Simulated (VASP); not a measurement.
Write the native input for VASP 6.6.1 that does the following.

- Task: single point
- Functional: r2SCAN
- Potentials or basis: VASP PAW PBE potentials, release 64 (B, Bi_d)
- Cutoff: 520 eV
- k mesh: 12 × 12 × 4
- Occupations: fermi-dirac, width 0.02 eV
- Spin: no spin polarisation
- Dipole correction: no
- Further INCAR settings: ALGO = Normal; EDIFF = 1e-06; NBANDS = 26

The system is BiB.

```
B Bi
1.0
     3.86558    0.00000    0.00000
    -1.93279    3.34769    0.00000
     0.00000    0.00000    6.37545
B Bi
2 2
Cartesian
  0.0000 2.2318 0.0016
  1.9328 1.1159 3.1893
  0.0000 2.2318 2.3892
  1.9328 1.1159 5.5770
```

The input as run:

POSCAR

```
BiB
1.0
    3.8655765072      0.0000000000      0.0000000000
   -1.9327882536      3.3476874555      0.0000000000
    0.0000000000      0.0000000000      6.3754468407
B Bi
2 2
Direct
    0.3333333333      0.6666666667      0.0002433706
    0.6666666667      0.3333333333      0.5002433706
    0.3333333333      0.6666666667      0.3747566294
    0.6666666667      0.3333333333      0.8747566294
```

INCAR.step1

```
SYSTEM = BiB
ALGO = Normal ; EDIFF = 1E-4
ENCUT = 520 ; GGA = PE
ISMEAR = -1 ; LASPH = .True.
LCHARG = .False. ; LREAL = .False.
LWAVE = .True. ; NBANDS = 26
NELM = 100 ; PREC = Accurate
SIGMA = 0.02
```

INCAR.step2

```
SYSTEM = BiB
ALGO = Normal ; EDIFF = 1E-6
ENCUT = 520 ; ISIF = 2
ISMEAR = -1 ; ISTART = 1
LASPH = .True. ; LCHARG = .False.
LMIXTAU = .True. ; LREAL = .False.
LWAVE = .False. ; METAGGA = R2SCAN
NBANDS = 26 ; NELM = 100
PREC = Accurate ; SIGMA = 0.02
```

KPOINTS

```
k-points
0
Gamma
  12 12 4
  0 0 0
```

Potentials or basis: VASP PAW PBE potentials, release 64 (B, Bi_d).

Launch:

```bash
$ cat potpaw_PBE.64/B/POTCAR potpaw_PBE.64/Bi_d/POTCAR > POTCAR
$ cp INCAR.step1 INCAR
$ mpirun -np 1 vasp_std > vasp.out
$ cp INCAR.step2 INCAR
$ mpirun -np 1 vasp_std > vasp.out
```

It gave:

| Property | Result |
| --- | --- |
| Pressure | 0.0 GPa |
| Band gap on the k mesh | 0.20 eV |

Caveat: the PAW data sets were made with another functional, which shifts forces and pressure a little; spin-orbit coupling is left out, which moves the levels of the heavy elements.

Run time: 4.4 min on 1 thread of Intel(R) Xeon(R) Platinum 8488C (Sapphire Rapids), on a shared host, peak memory 0.27 GiB.
